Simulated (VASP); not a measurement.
Write the native input for VASP 6.6.1 that does the following.

| Quantity | Value |
| --- | --- |
| Task | single point |
| Functional | r2SCAN |
| Potentials or basis | VASP PAW PBE potentials, release 64 (K_sv) |
| Cutoff | 520 eV |
| k mesh | 14 × 14 × 14 |
| Occupations | fermi-dirac, width 0.1 eV |
| Spin | no spin polarisation |
| Dipole correction | no |
| Further INCAR settings | ALGO = Normal; EDIFF = 1e-07; NBANDS = 10 |

Crystal: K.

```
K
1.0
    -2.73933    2.73933    2.73933
     2.73933   -2.73933    2.73933
     2.73933    2.73933   -2.73933
K
1
Cartesian
  0.0000 0.0000 0.0000
```

This cell differs from its parent crystal: volume scaled by 1.08.

One way to write it, as run:

POSCAR

```
K
1.0
   -2.7393264362      2.7393264362      2.7393264362
    2.7393264362     -2.7393264362      2.7393264362
    2.7393264362      2.7393264362     -2.7393264362
K
1
Direct
    0.0000000000      0.0000000000      0.0000000000
```

INCAR.step1

```
SYSTEM = K
ALGO = Normal
EDIFF = 1E-4
ENCUT = 520
GGA = PE
ISMEAR = -1
LASPH = .True.
LCHARG = .False.
LREAL = .False.
LWAVE = .True.
NBANDS = 10
NELM = 80
PREC = Accurate
SIGMA = 0.1
```

INCAR.step2

```
SYSTEM = K
ALGO = Normal
EDIFF = 1E-7
ENCUT = 520
ISIF = 2
ISMEAR = -1
ISTART = 1
LASPH = .True.
LCHARG = .False.
LMIXTAU = .True.
LREAL = .False.
LWAVE = .False.
METAGGA = R2SCAN
NBANDS = 10
NELM = 80
PREC = Accurate
SIGMA = 0.1
```

KPOINTS

```
k-points
0
Gamma
  14 14 14
  0 0 0
```

Potentials or basis: VASP PAW PBE potentials, release 64 (K_sv).

Run with:

```bash
$ cat potpaw_PBE.64/K_sv/POTCAR > POTCAR
$ cp INCAR.step1 INCAR
$ mpirun -np 1 vasp_std > vasp.out
$ cp INCAR.step2 INCAR
$ mpirun -np 1 vasp_std > vasp.out
```

Results of the run:

| Property | Result |
| --- | --- |
| Pressure | -0.2 GPa |

Caveat: the PAW data sets were made with another functional, which shifts forces and pressure a little.

It took 9.2 min on 1 thread of AMD EPYC 7R13, with other jobs on the host, peak memory 0.23 GiB.
